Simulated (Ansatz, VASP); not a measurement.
Two plane-wave programs on Ir

INCAR

```
ALGO = Fast
EDIFF = 1E-6
ENCUT = 520
GGA = PE
ISIF = 2
ISMEAR = 0
LASPH = T
LCHARG = F
LREAL = F
LWAVE = F
NBANDS = 16
NELM = 60
PREC = Accurate
SIGMA = 0.15
```

The input KPOINTS:

```
k-points
0
Gamma
  16 16 12
```

The input POSCAR:

```
Ir
1.0
    0.0000000000     -1.9351816027     -1.9351816027
    0.0000000000      1.9351816027     -1.9351816027
    3.8703632054      0.0000000000      0.0000000000
Ir
2
Direct
    0.5000000000      0.5000000000      0.4821722158
    0.0000000000      0.0000000000      0.0178277842
```

Input for Ansatz:

```yaml
crystal:
  lattice:
    - [0.0, -1.9351816027, -1.9351816027]
    - [0.0, 1.9351816027, -1.9351816027]
    - [3.8703632054, 0.0, 0.0]
  atoms:
    - { symbol: Ir, position: [0.5, 0.5, 0.4821722158] }
    - { symbol: Ir, position: [0.0, 0.0, 0.0178277842] }
basis:
  ecutwfc: 420
kpoints:
  mp_grid: { grid: [16, 16, 12] }
hamiltonian:
  xc: pbe
  pseudopotentials: { kind: paw, azcp: { folder: soft_1 } }
scf:
  occupations: { method: gaussian, width: 0.15 }
output:
  forces: true
  stress: true
  eigenvalues: true
```

Change from the starting cell: mode 4 frozen in at +0.000 Å and mode 6 at -0.069 Å (largest displacements).

Alike in both runs: task single point; functional PBE; k mesh 16 × 16 × 12; occupations gaussian, width 0.15 eV; no spin polarisation.

|  | VASP | Ansatz |
| --- | --- | --- |
| version | VASP 6.6.1 | Ansatz 0.2.0 |
| potentials or method | VASP PAW PBE potentials, release 64 (Ir), cutoff 520 eV | scalar-relativistic, plane waves, PAW |
| valence electrons in the cell | 18 | 34 |

Ansatz gave:

| Quantity | Value |
| --- | --- |
| gap on the k mesh at the Fermi level (eV) | none |
| pressure (GPa) | 3.5 |
| traceless stress, the component that is largest in VASP (GPa) | 0.66 |
| rms of the force components (eV/Å) | 0.961 |

Task: What did VASP give for the same quantities?

Result: gap on the k mesh at the Fermi level (eV): none; pressure (GPa): 4.1; traceless stress, the component that is largest in VASP (GPa): 0.64; rms of the force components (eV/Å): 0.974.

Atom by atom the forces differ by 0.013 eV/Å (rms over components). A gap of «none» marks a metal or a gap that the smearing closes. VASP's potentials hold 18 valence electrons a cell and Ansatz's 34, so a difference there can come from the potentials and not from the codes.

Neither program's run includes spin-orbit coupling.
